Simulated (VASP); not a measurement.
# YAl5N6 (P31m) in VASP: notebook

The runs below take YAl5N6 through single point, with PBE, PBEsol.

Everything below comes from runs of VASP 6.6.1. Logs are shortened: lines on timing, memory, paths and dates and some standing lists are left out, and cuts for length are marked.

### 1 The cell of the first run

It takes space group P31m (No. 157, trigonal). The conventional cell has a = 5.635 Å, b = 5.635 Å, c = 5.099 Å, α = 90.00°, β = 90.00°, γ = 120.00°. Y (site symmetry 3m) has 8 N at 2.23 to 3.50 Å and 12 Al at 3.12 to 3.33 Å within 3.6 Å. Within 2.5 Å of Al (site symmetry 3) lie 4 N at 1.86 to 1.92 Å. Al (site symmetry m) has 4 N at 1.90 to 1.99 Å within 2.5 Å. N (site symmetry 3) has 4 Al at 1.92 to 1.95 Å within 2.6 Å. Within 2.6 Å of N (site symmetry 3m) lie 3 Al at 1.99 Å and 1 Y at 2.38 Å. N (site symmetry m) has 3 Al at 1.86 to 1.90 Å and 1 Y at 2.23 Å within 2.5 Å.

### 2 Single point, PBE

File INCAR:

```
SYSTEM = YAl5N6
PREC     = Accurate       ! precision mode
ENCUT    = 520            ! plane-wave cutoff, eV
EDIFF    = 1E-7           ! SCF threshold, eV
ISMEAR   = 0              ! smearing method
SIGMA    = 0.1            ! smearing width, eV
LREAL    = .FALSE.        ! projectors in reciprocal space
LASPH    = .TRUE.         ! aspherical terms in the spheres
NELM     = 100            ! most SCF steps
ALGO     = Normal         ! electronic algorithm
ISIF     = 2              ! what is computed and relaxed
LWAVE    = .FALSE.        ! write WAVECAR
LCHARG   = .TRUE.         ! write CHGCAR
GGA      = PE             ! functional
LELF     = .TRUE.         ! ELF
LVHAR    = .TRUE.       
NBANDS   = 40             ! bands
```

File KPOINTS:

```
Automatic mesh
0
G
  6 6 4
  0 0 0
```

File POSCAR:

```
YAl5N6
1.0
    5.6351683000      0.0000000000      0.0000000000
   -2.8175842000      4.8801989000      0.0000000000
    0.0000000000      0.0000000000      5.0988761000
Y Al N
1 5 6
Direct
    0.0000000000      0.0000000000      0.9751440000
    0.6666667000      0.3333333000      0.9965620000
    0.3333333000      0.6666667000      0.9965620000
    0.0000000000      0.3496660000      0.5019760000
    0.6503340000      0.6503340000      0.5019760000
    0.3496660000      0.0000000000      0.5019760000
    0.6666667000      0.3333333000      0.3737920000
    0.3333333000      0.6666667000      0.3737920000
    0.0000000000      0.0000000000      0.4424600000
    0.0000000000      0.3852310000      0.8719200000
    0.6147690000      0.6147690000      0.8719200000
    0.3852310000      0.0000000000      0.8719200000
```

Potentials or basis: VASP PAW PBE potentials, release 64 (Y_sv, Al, N).

Run with:

```
$ cat potpaw_PBE.64/Y_sv/POTCAR potpaw_PBE.64/Al/POTCAR potpaw_PBE.64/N/POTCAR > POTCAR
$ mpirun -np 1 vasp_std > vasp.out
```

OUTCAR:

```text
SYSTEM = YAl5N6
   PREC = Accurate
   ENCUT = 520
   EDIFF = 1E-7
   ISMEAR = 0
   LREAL = .FALSE.
   LASPH = .TRUE.
   NELM = 100
   ISIF = 2
   GGA = PE

 ion  position               nearest neighbor table
   1  0.000  0.000  0.975-  11 2.23  12 2.23  10 2.23   9 2.38   9 2.72   5 3.12   6 3.12   4 3.12
                             2 3.26   3 3.26   2 3.26   3 3.26   2 3.26   3 3.26   5 3.33   6 3.33
   2  0.667  0.333  0.997-  10 1.86  12 1.86  11 1.86   7 1.92   4 3.12   6 3.12   5 3.12   4 3.16
                             6 3.16   5 3.16   3 3.25   3 3.25   3 3.25   1 3.26   1 3.26   1 3.26
   3  0.333  0.667  0.997-  12 1.86  10 1.86  11 1.86   8 1.92   6 3.12   4 3.12   5 3.12   6 3.16
                             4 3.16   5 3.16   2 3.25   2 3.25   2 3.25   1 3.26   1 3.26   1 3.26
   4  0.000  0.350  0.502-  10 1.90   7 1.95   8 1.95   9 1.99   1 3.12   2 3.12   3 3.12   2 3.16
                             3 3.16   6 3.18   5 3.18   6 3.18   5 3.18   1 3.33
   5  0.650  0.650  0.502-  11 1.90   8 1.95   7 1.95   9 1.99   1 3.12   3 3.12   2 3.12   3 3.16
                             2 3.16   4 3.18   6 3.18   4 3.18   6 3.18   1 3.33
   6  0.350  0.000  0.502-  12 1.90   8 1.95   7 1.95   9 1.99   1 3.12   3 3.12   2 3.12   3 3.16
                             2 3.16   4 3.18   4 3.18   5 3.18   5 3.18   1 3.33
   7  0.667  0.333  0.374-   2 1.92   4 1.95   6 1.95   5 1.95
   8  0.333  0.667  0.374-   3 1.92   6 1.95   4 1.95   5 1.95
   9  0.000  0.000  0.442-   5 1.99   6 1.99   4 1.99   1 2.38   1 2.72
  10  0.000  0.385  0.872-   2 1.86   3 1.86   4 1.90   1 2.23
  11  0.615  0.615  0.872-   3 1.86   2 1.86   5 1.90   1 2.23
  12  0.385  0.000  0.872-   3 1.86   2 1.86   6 1.90   1 2.23

  LATTYP: Found a hexagonal cell.
 ALAT       =     5.6351683000
 C/A-ratio  =     0.9048312009

  Lattice vectors:

 A1 = (   5.6351683000,   0.0000000000,   0.0000000000)
 A2 = (  -2.8175842000,   4.8801989000,   0.0000000000)
 A3 = (   0.0000000000,   0.0000000000,   5.0988761000)

Analysis of symmetry for initial positions (statically):
=====================================================================
 Subroutine PRICEL returns:
 Original cell was already a primitive cell.

 Routine SETGRP: Setting up the symmetry group for a
 hexagonal supercell.

 Subroutine GETGRP returns: Found  6 space group operations
 (whereof  6 operations were pure point group operations)
 out of a pool of 24 trial point group operations.

The static configuration has the point symmetry C_3v.

Analysis of symmetry for dynamics (positions and initial velocities):
=====================================================================
 Subroutine PRICEL returns:
 Original cell was already a primitive cell.

 Routine SETGRP: Setting up the symmetry group for a
 hexagonal supercell.

 Subroutine GETGRP returns: Found  6 space group operations
 (whereof  6 operations were pure point group operations)
 out of a pool of 24 trial point group operations.

The dynamic configuration has the point symmetry C_3v.

 Subroutine INISYM returns: Found  6 space group operations
 (whereof  6 operations are pure point group operations),
 and found     1 'primitive' translations

----------------------------------------------------------------------------------------

                                     Primitive cell

  volume of cell :     140.2229

  direct lattice vectors                    reciprocal lattice vectors
     5.635168300  0.000000000  0.000000000     0.177456989  0.102454842  0.000000000
    -2.817584200  4.880198900  0.000000000     0.000000000  0.204909681  0.000000000
     0.000000000  0.000000000  5.098876100     0.000000000  0.000000000  0.196121651

  length of vectors
     5.635168300  5.635168323  5.098876100     0.204909682  0.204909681  0.196121651

  position of ions in fractional coordinates (direct lattice)
     0.000000000  0.000000000  0.975144000
     0.666666700  0.333333300  0.996562000
     0.333333300  0.666666700  0.996562000
     0.000000000  0.349666000  0.501976000
     0.650334000  0.650334000  0.501976000
     0.349666000  0.000000000  0.501976000
     0.666666700  0.333333300  0.373792000
     0.333333300  0.666666700  0.373792000
     0.000000000  0.000000000  0.442460000
     0.000000000  0.385231000  0.871920000
     0.614769000  0.614769000  0.871920000
     0.385231000  0.000000000  0.871920000

  ion indices of the primitive-cell ions
   primitive index   ion index
                 1           1
                 2           2
[... 24 lines left out ...]
     0.000000000  0.000000000  0.049030413     0.000000000  0.000000000  0.250000000

  Length of vectors
     0.034151614  0.034151614  0.049030413

  Shift w.r.t. Gamma in fractional coordinates (k-lattice)
     0.000000000  0.000000000  0.000000000

 Subroutine IBZKPT returns following result:
 ===========================================

 Found     24 irreducible k-points:

 Following reciprocal coordinates:
            Coordinates               Weight
  0.000000  0.000000  0.000000      1.000000
  0.166667 -0.000000  0.000000      6.000000
  0.333333  0.000000  0.000000      6.000000
  0.500000  0.000000  0.000000      3.000000
  0.166667  0.166667  0.000000      6.000000
  0.333333  0.166667  0.000000     12.000000
[... 16 lines left out ...]
  0.333333  0.166667  0.500000     12.000000
  0.333333  0.333333  0.500000      2.000000
   k-points           NKPTS =     24   k-points in BZ     NKDIM =     24   number of bands    NBANDS=     40
   number of dos      NEDOS =    301   number of ions     NIONS =     12
   total plane-waves  NPLWV =  70560
   dimension x,y,z NGX =    42 NGY =   42 NGZ =   40
   dimension x,y,z NGXF=    84 NGYF=   84 NGZF=   80
   ions per type =               1   5   6
   NGX,Y,Z   is equivalent  to a cutoff of  12.39, 12.39, 13.04 a.u.
   NGXF,Y,Z  is equivalent  to a cutoff of  24.78, 24.78, 26.08 a.u.
 SYSTEM =  YAl5N6
   PREC   = accura    normal or accurate (medium, high low for compatibility)
   ISTART =      0    job   : 0-new  1-cont  2-samecut
   ICHARG =      2    charge: 1-file 2-atom 10-const
   ISPIN  =      1    spin polarized calculation?
   LNONCOLLINEAR =      F non collinear calculations
   LSORBIT =      F    spin-orbit coupling
   LASPH  =      T    aspherical Exc in radial PAW
   ENCUT  =  520.0 eV  38.22 Ry    6.18 a.u.  10.48 10.48  9.48*2*pi/ulx,y,z
   NELM   =    100;   NELMIN=  2; NELMDL= -5     # of ELM steps
   EDIFF  = 0.1E-06   stopping-criterion for ELM
   LREAL  =      F    real-space projection
   EDIFFG = 0.1E-05   stopping-criterion for IOM
   NSW    =      0    number of steps for IOM
   IBRION =     -1    ionic relax: 0-MD 1-quasi-New 2-CG
   NFREE  =      0    steps in history (QN), initial steepest desc. (CG)
   ISIF   =      2    stress and relaxation
   ISYM   =      2    0-nonsym 1-usesym 2-fastsym
   POTIM  = 0.5000    time-step for ionic-motion
   TEBEG  =    0.0;   TEEND  =   0.0 temperature during run
   PSTRESS=    0.0 pullay stress
   NELECT =      56.0000    total number of electrons
   NUPDOWN=      -1.0000    fix difference up-down
   EMIN   =  10.00;   EMAX   =-10.00  energy-range for DOS
   EFERMI =   0.00;   METHOD = LEGACY
   ISMEAR =     0;   SIGMA  =   0.10  broadening in eV -4-tet -1-fermi 0-gaus
   EFERMI_NEDOS =   21; number of points for ismear=-14 and -15
   IALGO  =     38    algorithm
   IMIX   =      4    mixing-type and parameters
     AMIX     =   0.40;   BMIX     =  1.00
     AMIX_MAG =   1.60;   BMIX_MAG =  1.00
  volume/ion in A,a.u.               =      11.69        78.86
  Fermi-wavevector in a.u.,A,eV,Ry     =   1.205585  2.278226 19.775191  1.453436
  Thomas-Fermi vector in A             =   2.341277
   LORBIT       =      0    0 simple, 1 ext, 2 COOP (PROOUT), +10 PAW based schemes
   GGA     = PE    functional components
   LHFCALC =     F    Hartree Fock is set to
   AEXX    =    0.0000 exact exchange contribution
   IVDW    =     0    specifies the selected vdW correction
   LEPSILON=     F    determine dielectric tensor
   LRPA    =     F    only Hartree local field effects (RPA)
 non-spin polarized calculation
 Gauss-broadening in eV      SIGMA  =   0.10
  energy-cutoff  :      520.00
  volume of cell :      140.22
 maximum number of plane-waves:      3811
 NGX is ok and might be reduce to    42
   NGX = 21   NGY = 21   NGZ = 19

 number of electron      56.0000005 magnetization

 Free energy of the ion-electron system (eV)
  ---------------------------------------------------
  ext. energy  EPLUGINS =         0.00000000
  ---------------------------------------------------
  free energy    TOTEN  =       -91.66334726 eV

  energy without entropy =      -91.66334726  energy(sigma->0) =      -91.66334726

 E-fermi :   5.8106     XC(G=0): -10.7161

 val. band max:        5.2891954599   @ k =   0.5000   0.0000   0.0000
 cond. band min:       8.5943266602   @ k =   0.0000   0.0000   0.0000
 fundamental gap:      3.3051312004
 Fermi energy:         5.8105714645

 k-point     1 :       0.0000    0.0000    0.0000
  band No.  band energies     occupation
      1     -34.9630      2.00000
      2     -15.2505      2.00000
      3     -15.2505      2.00000
      4     -15.1508      2.00000
      5      -9.3848      2.00000
      6      -7.5210      2.00000
[... 1021 lines left out ...]
     39      14.1559      0.00000
     40      14.6118      0.00000

------------------------ aborting loop because EDIFF is reached ----------------------------------------

  FORCE on cell =-STRESS in cart. coord.  units (eV):
  Direction    XX          YY          ZZ          XY          YZ          ZX
  --------------------------------------------------------------------------------------
  -------------------------------------------------------------------------------------
  Total       -0.2359493     -0.2359493     -0.1818252      0.0000000      0.0000000      0.0000000
  in kB       -2.6959415     -2.6959415     -2.0775226      0.0000000      0.0000000      0.0000000
  external PRESSURE =      -2.4898019 kB  Pullay stress =       0.0000000 kB

 VOLUME and BASIS-vectors are now :
 -----------------------------------------------------------------------------
  energy-cutoff  :      520.00
  volume of cell :      140.22
      direct lattice vectors                 reciprocal lattice vectors
     5.635168300  0.000000000  0.000000000     0.177456989  0.102454842  0.000000000
    -2.817584200  4.880198900  0.000000000     0.000000000  0.204909681  0.000000000
     0.000000000  0.000000000  5.098876100     0.000000000  0.000000000  0.196121651

 POSITION                                       TOTAL-FORCE (eV/Angst)
 -----------------------------------------------------------------------------------
      0.00000      0.00000      4.97214        -0.000000      0.000000     -0.004895
      2.81758      1.62673      5.08135        -0.000000      0.000000      0.000751
     -0.00000      3.25347      5.08135         0.000000      0.000000      0.000751
     -0.98521      1.70644      2.55951         0.001663     -0.002881      0.003555
      1.83237      3.17376      2.55951         0.001663      0.002881      0.003555
      1.97043      0.00000      2.55951        -0.003327      0.000000      0.003555
      2.81758      1.62673      1.90592         0.000000      0.000000     -0.007188
     -0.00000      3.25347      1.90592        -0.000000      0.000000     -0.007188
      0.00000      0.00000      2.25605        -0.000000      0.000000     -0.006582
     -1.08542      1.88000      4.44581        -0.001871      0.003241      0.004562
      1.73216      3.00019      4.44581        -0.001871     -0.003241      0.004562
      2.17084      0.00000      4.44581         0.003743      0.000000      0.004562
 -----------------------------------------------------------------------------------
    total drift:                                0.000001      0.000001      0.002588

  FREE ENERGIE OF THE ION-ELECTRON SYSTEM (eV)
  ---------------------------------------------------
  free  energy   TOTEN  =       -91.6633472620 eV

  energy  without entropy=      -91.6633472620  energy(sigma->0) =      -91.66334726
```

Run time: 2.5 min. Hardware: 1 thread of Intel Xeon Platinum 8488C (Sapphire Rapids), shared host; peak memory 0.31 GiB.

Results:

| Property | Result |
| --- | --- |
| Free energy | -91.6633 eV |
| Pressure | -0.2 GPa |
| Largest force | 0.007 eV/Å |
| Band gap on the k mesh | 3.31 eV (least direct gap 3.47 eV) |

Forces on the atoms (eV/Å):
```
Y    0.000  0.000 -0.005
Al   0.000  0.000  0.001
Al   0.000  0.000  0.001
Al   0.002 -0.003  0.004
Al   0.002  0.003  0.004
Al  -0.003  0.000  0.004
N    0.000  0.000 -0.007
N    0.000  0.000 -0.007
N    0.000  0.000 -0.007
N   -0.002  0.003  0.005
N   -0.002 -0.003  0.005
N    0.004  0.000  0.005
```

Levels at points of the mesh, in eV from the valence-band top:
```
           k point  band 26  band 27  band 28  band 29  band 30  band 31
(0.00, 0.00, 0.00)    -0.55    -0.55    -0.16     3.31     3.67     3.67
(0.50, 0.00, 0.00)    -0.77    -0.41     0.00     4.14     4.56     4.67
(0.00, 0.00, 0.50)    -0.54    -0.54    -0.40     4.90     4.90     4.95
(0.50, 0.00, 0.50)    -0.98    -0.70    -0.07     4.42     4.79     5.29
```

A k mesh can miss the band edges.

### 3 Single point, PBE

File INCAR:

```
SYSTEM = YAl5N6
  ALGO = Normal
  EDIFF = 1E-6
  ENCUT = 520
  GGA = PE
  ISIF = 2
  ISMEAR = 0
  LASPH = .TRUE.
  LCHARG = .FALSE.
  LREAL = .FALSE.
  LWAVE = .FALSE.
  NBANDS = 40
  NELM = 80
  PREC = Accurate
  SIGMA = 0.02
```

File KPOINTS:

```
k-points
0
G
  6 6 6
  0 0 0
```

File POSCAR:

```
YAl5N6
1.0
    5.6351682986      0.0000000289      0.0000000000
   -2.8175841743      4.8801988868      0.0000000000
    0.0000000000      0.0000000000      5.0988761000
Y Al N
1 5 6
Direct
    0.0000000000      0.0000000000      0.9751440000
    0.6666666667      0.3333333333      0.9965620000
    0.3333333333      0.6666666667      0.9965620000
    0.0000000000      0.3496660000      0.5019760000
    0.6503340000      0.6503340000      0.5019760000
    0.3496660000      0.0000000000      0.5019760000
    0.6666666667      0.3333333333      0.3737920000
    0.3333333333      0.6666666667      0.3737920000
    0.0000000000      0.0000000000      0.4424600000
    0.0000000000      0.3852310000      0.8719200000
    0.6147690000      0.6147690000      0.8719200000
    0.3852310000      0.0000000000      0.8719200000
```

Potentials or basis: VASP PAW PBE potentials, release 64 (Y_sv, Al, N).

Run with:

```
$ cat potpaw_PBE.64/Y_sv/POTCAR potpaw_PBE.64/Al/POTCAR potpaw_PBE.64/N/POTCAR > POTCAR
$ mpirun -np 1 vasp_std > vasp.out
```

Wall time 4.1 min (1 thread of Intel Xeon Platinum 8488C (Sapphire Rapids), shared host); peak memory 0.35 GiB.

It converged, with:

* Free energy: -91.6641 eV
* Pressure: -0.3 GPa
* Largest force: 0.007 eV/Å
* Band gap on the k mesh: 3.31 eV (least direct gap 3.47 eV)

Forces on the atoms (eV/Å):
```
Y    0.000  0.000 -0.007
Al   0.000  0.000  0.000
Al   0.000  0.000  0.000
Al   0.001 -0.003  0.004
Al   0.001  0.003  0.004
Al  -0.003  0.000  0.004
N    0.000  0.000 -0.007
N    0.000  0.000 -0.007
N    0.000  0.000 -0.006
N   -0.002  0.004  0.005
N   -0.002 -0.004  0.005
N    0.004  0.000  0.005
```

Levels at points of the mesh, in eV from the valence-band top:
```
           k point  band 26  band 27  band 28  band 29  band 30  band 31
(0.00, 0.00, 0.00)    -0.55    -0.55    -0.16     3.31     3.67     3.67
(0.50, 0.00, 0.00)    -0.77    -0.41     0.00     4.14     4.56     4.67
(0.00, 0.00, 0.50)    -0.54    -0.54    -0.40     4.90     4.90     4.95
(0.50, 0.00, 0.50)    -0.98    -0.70    -0.07     4.42     4.79     5.29
```

A k mesh can miss the band edges.

[end of part 1 of 2]
